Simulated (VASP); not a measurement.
# O (P2/c) in VASP: notebook

O is run at these levels: PBE; tasks: single point.

Program: VASP 6.6.1. These are calculated values, not measurements. Logs are shortened: lines on timing, memory, paths and dates and some standing lists are left out, and cuts for length are marked.

**1. The cell of the first run**

Symmetry: P2/c, No. 13, monoclinic system. Conventional cell: a = 3.866 Å, b = 3.764 Å, c = 3.096 Å, α = 90.00°, β = 108.65°, γ = 90.00°. Within 1.6 Å of O (site symmetry 1) lie 1 O at 1.22 Å.

**2. Single point, PBE**

INCAR reads:

```
  PREC = Accurate
  ENCUT = 520
  EDIFF = 1E-6
  ISMEAR = -1
  SIGMA = 0.05
  LREAL = False
  LASPH = True
  NELM = 80
  ALGO = Normal
  ISIF = 2
  LWAVE = False
  LCHARG = False
  GGA = PE
  NBANDS = 20
```

KPOINTS reads:

```
regular mesh
0
Gamma
  7 7 9
```

POSCAR reads:

```
O
1.0
    3.8661343981      0.0000000000      0.0000000000
    0.0000000000      3.7640236364      0.0000000000
   -0.9899670635      0.0000000000      2.9335925213
O
4
Direct
    0.3329660000      0.3058770000      0.1812950000
    0.6670340000      0.3058770000      0.3187050000
    0.6670340000      0.6941230000      0.8187050000
    0.3329660000      0.6941230000      0.6812950000
```

Potentials or basis: VASP PAW PBE potentials, release 64 (O).

On the command line:

```sh
$ cat potpaw_PBE.64/O/POTCAR > POTCAR
$ mpirun -np 1 vasp_std > vasp.out
```

OUTCAR:

```text
PREC = Accurate
   ENCUT = 520
   EDIFF = 1E-6
   ISMEAR = -1
   LREAL = False
   LASPH = True
   NELM = 80
   ISIF = 2
   GGA = PE

 ion  position               nearest neighbor table
   1  0.333  0.306  0.181-   2 1.22
   2  0.667  0.306  0.319-   1 1.22
   3  0.667  0.694  0.819-   4 1.22
   4  0.333  0.694  0.681-   3 1.22

  LATTYP: Found a simple monoclinic cell.
 ALAT       =     3.0961265911
 B/A-ratio  =     1.2157201993
 C/A-ratio  =     1.2487003630
 COS(beta)  =    -0.3197437296

  Lattice vectors:

 A1 = (  -0.9899670635,   0.0000000000,   2.9335925213)
 A2 = (   0.0000000000,  -3.7640236364,   0.0000000000)
 A3 = (   3.8661343981,   0.0000000000,   0.0000000000)

Analysis of symmetry for initial positions (statically):
=====================================================================
 Subroutine PRICEL returns:
 Original cell was already a primitive cell.

 Routine SETGRP: Setting up the symmetry group for a
 simple monoclinic supercell.

 Subroutine GETGRP returns: Found  4 space group operations
 (whereof  2 operations were pure point group operations)
 out of a pool of  4 trial point group operations.

The static configuration has the point symmetry S_2 .
 The point group associated with its full space group is C_2h.

Analysis of symmetry for dynamics (positions and initial velocities):
=====================================================================
 Subroutine PRICEL returns:
 Original cell was already a primitive cell.

 Routine SETGRP: Setting up the symmetry group for a
 simple monoclinic supercell.

 Subroutine GETGRP returns: Found  4 space group operations
 (whereof  2 operations were pure point group operations)
 out of a pool of  4 trial point group operations.

The dynamic configuration has the point symmetry S_2 .
 The point group associated with its full space group is C_2h.

 Subroutine INISYM returns: Found  4 space group operations
 (whereof  2 operations are pure point group operations),
 and found     1 'primitive' translations

----------------------------------------------------------------------------------------

                                     Primitive cell

  volume of cell :      42.6903

  direct lattice vectors                    reciprocal lattice vectors
[... 83 lines left out ...]
   ISTART =      0    job   : 0-new  1-cont  2-samecut
   ICHARG =      2    charge: 1-file 2-atom 10-const
   ISPIN  =      1    spin polarized calculation?
   LNONCOLLINEAR =      F non collinear calculations
   LSORBIT =      F    spin-orbit coupling
   LASPH  =      T    aspherical Exc in radial PAW
   ENCUT  =  520.0 eV  38.22 Ry    6.18 a.u.   7.19  7.00  5.76*2*pi/ulx,y,z
   NELM   =     80;   NELMIN=  2; NELMDL= -5     # of ELM steps
   EDIFF  = 0.1E-05   stopping-criterion for ELM
   LREAL  =      F    real-space projection
   EDIFFG = 0.1E-04   stopping-criterion for IOM
   NSW    =      0    number of steps for IOM
   IBRION =     -1    ionic relax: 0-MD 1-quasi-New 2-CG
   NFREE  =      0    steps in history (QN), initial steepest desc. (CG)
   ISIF   =      2    stress and relaxation
   ISYM   =      2    0-nonsym 1-usesym 2-fastsym
   POTIM  = 0.5000    time-step for ionic-motion
   TEBEG  =    0.0;   TEEND  =   0.0 temperature during run
   PSTRESS=    0.0 pullay stress
   NELECT =      24.0000    total number of electrons
   NUPDOWN=      -1.0000    fix difference up-down
   EMIN   =  10.00;   EMAX   =-10.00  energy-range for DOS
   EFERMI =   0.00;   METHOD = LEGACY
   ISMEAR =    -1;   SIGMA  =   0.05  broadening in eV -4-tet -1-fermi 0-gaus
   EFERMI_NEDOS =   21; number of points for ismear=-14 and -15
   IALGO  =     38    algorithm
   IMIX   =      4    mixing-type and parameters
     AMIX     =   0.40;   BMIX     =  1.00
     AMIX_MAG =   1.60;   BMIX_MAG =  1.00
  volume/ion in A,a.u.               =      10.67        72.02
  Fermi-wavevector in a.u.,A,eV,Ry     =   1.351146  2.553295 24.838728  1.825595
  Thomas-Fermi vector in A             =   2.478592
   LORBIT       =      0    0 simple, 1 ext, 2 COOP (PROOUT), +10 PAW based schemes
   GGA     = PE    functional components
   LHFCALC =     F    Hartree Fock is set to
   AEXX    =    0.0000 exact exchange contribution
   IVDW    =     0    specifies the selected vdW correction
   LEPSILON=     F    determine dielectric tensor
   LRPA    =     F    only Hartree local field effects (RPA)
 non-spin polarized calculation
  energy-cutoff  :      520.00
  volume of cell :       42.69
 maximum number of plane-waves:      1162
 NGX is ok and might be reduce to    30
   NGX = 15   NGY = 13   NGZ = 11

 number of electron      23.9999988 magnetization

 Free energy of the ion-electron system (eV)
  ---------------------------------------------------
  ext. energy  EPLUGINS =         0.00000000
  ---------------------------------------------------
  free energy    TOTEN  =       -19.64185793 eV

  energy without entropy =      -19.64183874  energy(sigma->0) =      -19.64184834

 E-fermi :   0.8124     XC(G=0):  -9.6497

 val. band max:        0.4675387371   @ k =   0.0000   0.4286   0.0000
 cond. band min:       1.1529232603   @ k =   0.4286   0.4286  -0.0000
 fundamental gap:      0.6853845232
 Fermi energy:         0.8124207322

 k-point     1 :       0.0000    0.0000    0.0000
  band No.  band energies     occupation
      1     -26.6820      2.00000
      2     -24.8685      2.00000
      3     -13.9977      2.00000
      4     -11.8955      2.00000
      5      -8.3137      2.00000
      6      -7.4052      2.00000
[... 541 lines left out ...]
     19      15.0004      0.00000
     20      17.5388      0.00000

 [... further k-points ...]
[... 5 lines left out ...]
  --------------------------------------------------------------------------------------
  -------------------------------------------------------------------------------------
  Total        2.3269483      1.3539436      0.8426731      0.0000000      0.0000000      0.0842208
  in kB       87.3309605     50.8138465     31.6257372      0.0000000      0.0000000      3.1608289
  external PRESSURE =      56.5901814 kB  Pullay stress =       0.0000000 kB

 VOLUME and BASIS-vectors are now :
 -----------------------------------------------------------------------------
  energy-cutoff  :      520.00
  volume of cell :       42.69
      direct lattice vectors                 reciprocal lattice vectors
     3.866134398  0.000000000  0.000000000     0.258656295  0.000000000  0.087285883
     0.000000000  3.764023636  0.000000000     0.000000000  0.265673146  0.000000000
    -0.989967063  0.000000000  2.933592521     0.000000000  0.000000000  0.340878971

 POSITION                                       TOTAL-FORCE (eV/Angst)
 -----------------------------------------------------------------------------------
      1.10782      1.15133      0.53185        -0.324391      0.042805     -0.025632
      2.26334      1.15133      0.93495         0.324391      0.042805      0.025632
      1.76835      2.61270      2.40175         0.324391     -0.042805      0.025632
      0.61283      2.61270      1.99864        -0.324391     -0.042805     -0.025632
 -----------------------------------------------------------------------------------
    total drift:                                0.000000      0.000000     -0.000000

  FREE ENERGIE OF THE ION-ELECTRON SYSTEM (eV)
  ---------------------------------------------------
  free  energy   TOTEN  =       -19.6418579334 eV

  energy  without entropy=      -19.6418387369  energy(sigma->0) =      -19.64184834
```

OSZICAR:

```text
N       E                     dE             d eps       ncg     rms          rms(c)
DAV:   1     0.126202947700E+03    0.12620E+03   -0.14126E+04  5136   0.115E+03
DAV:   2    -0.143268765839E+02   -0.14053E+03   -0.13647E+03  6516   0.273E+02
DAV:   3    -0.202322628737E+02   -0.59054E+01   -0.58687E+01  6372   0.546E+01
DAV:   4    -0.202649259529E+02   -0.32663E-01   -0.32659E-01  5732   0.452E+00
DAV:   5    -0.202651132394E+02   -0.18729E-03   -0.18729E-03  6316   0.309E-01    0.654E+00
DAV:   6    -0.197467150124E+02    0.51840E+00   -0.42403E-01  5628   0.587E+00    0.348E+00
DAV:   7    -0.196372950958E+02    0.10942E+00   -0.42702E-01  6136   0.556E+00    0.684E-01
DAV:   8    -0.196422598492E+02   -0.49648E-02   -0.49667E-02  5308   0.167E+00    0.132E-01
DAV:   9    -0.196418687578E+02    0.39109E-03   -0.15161E-03  5876   0.342E-01    0.642E-02
DAV:  10    -0.196418578030E+02    0.10955E-04   -0.12612E-04  5756   0.104E-01    0.108E-02
DAV:  11    -0.196418615421E+02   -0.37391E-05   -0.29935E-05  6248   0.451E-02    0.121E-02
DAV:  12    -0.196418579559E+02    0.35863E-05   -0.63358E-06  5484   0.219E-02    0.222E-03
DAV:  13    -0.196418579334E+02    0.22440E-07   -0.76256E-07  3196   0.632E-03
   1 F= -.19641858E+02 E0= -.19641848E+02  d E =-.191965E-04
```

Run time: 52 s. Hardware: 1 thread of AMD EPYC 9R45 (Zen 5), shared host; peak memory 0.16 GiB.

Results:

| Property | Result |
| --- | --- |
| Free energy | -19.6419 eV |
| Pressure | 5.7 GPa |
| Largest force | 0.328 eV/Å |
| Band gap on the k mesh | 0.69 eV, indirect (least direct gap 0.90 eV) |

Forces on the atoms (eV/Å):
```
O   -0.324  0.043 -0.026
O    0.324  0.043  0.026
O    0.324 -0.043  0.026
O   -0.324 -0.043 -0.026
```

Stress tensor (GPa, compression positive):
```
8.73 0.00 0.32
0.00 5.08 0.00
0.32 0.00 3.16
```

Levels at points of the mesh, in eV from the valence-band top:
| k point | band 9 | band 10 | band 11 | band 12 | band 13 | band 14 | band 15 | band 16 |
| --- | --- | --- | --- | --- | --- | --- | --- | --- |
| (0.00, 0.00, 0.00) | -4.45 | -4.41 | -0.83 | -0.61 | 1.73 | 1.80 | 9.85 | 10.81 |

Caveat: the standard files for N, O and F lose accuracy on very short bonds; spin is off for a triplet molecule. A hybrid or GW would open this gap; PBE tends to underestimate it.

**3. Single point, PBE**

This run uses another cell than the first one, of 10.89 Å³/atom, 1.020 times its volume.

INCAR reads:

```
SYSTEM = O
ALGO     = Normal         ! electronic algorithm
EDIFF    = 1E-6           ! SCF threshold, eV
ENCUT    = 520            ! plane-wave cutoff, eV
GGA      = PE             ! functional
ISIF     = 2              ! what is computed and relaxed
ISMEAR   = -1             ! smearing method
LASPH    = .True.         ! aspherical terms in the spheres
LCHARG   = .True.         ! write CHGCAR
LELF     = .True.         ! ELF
LREAL    = .False.        ! projectors in reciprocal space
LVHAR    = .True.       
LWAVE    = .False.        ! write WAVECAR
NBANDS   = 20             ! bands
NELM     = 100            ! most SCF steps
PREC     = Accurate       ! precision mode
SIGMA    = 0.05           ! smearing width, eV
```

KPOINTS reads:

```
k-points
0
Gamma
  7 7 9
  0 0 0
```

POSCAR reads:

```
O
1.0
    3.8922577202      0.0000000000      0.0000000000
    0.0000000000      3.7894570000      0.0000000000
   -0.9966562331      0.0000000000      2.9534146937
O
4
Direct
    0.3329660000      0.3058770000      0.1812950000
    0.6670340000      0.3058770000      0.3187050000
    0.6670340000      0.6941230000      0.8187050000
    0.3329660000      0.6941230000      0.6812950000
```

Potentials or basis: VASP PAW PBE potentials, release 64 (O).

On the command line:

```sh
$ cat potpaw_PBE.64/O/POTCAR > POTCAR
$ mpirun -np 1 vasp_std > vasp.out
```

Wall time 56 s (1 thread of AMD EPYC 9R45 (Zen 5), shared host); peak memory 0.16 GiB.

The run converged. Its results:

| Quantity | Value |
| --- | --- |
| Free energy | -19.6677 eV |
| Pressure | 2.9 GPa |
| Largest force | 0.297 eV/Å |
| Band gap on the k mesh | 0.67 eV, indirect (least direct gap 0.88 eV) |

Forces in eV/Å, atoms in the order of the input:
```
O    0.225  0.104  0.163
O   -0.225  0.104 -0.163
O   -0.225 -0.104 -0.163
O    0.225 -0.104  0.163
```

Stress tensor (GPa, compression positive):
```
 3.36  0.00 -1.05
 0.00  3.88  0.00
-1.05  0.00  1.51
```

Levels at points of the mesh, in eV from the valence-band top:
| k point | band 10 | band 11 | band 12 | band 13 | band 14 | band 15 |
| --- | --- | --- | --- | --- | --- | --- |
| (0.00, 0.00, 0.00) | -4.32 | -0.80 | -0.59 | 1.69 | 1.75 | 9.77 |

Caveat: the standard files for N, O and F lose accuracy on very short bonds; spin is off for a triplet molecule. A k mesh can miss the band edges.

(Continued in part 2 of 2.)
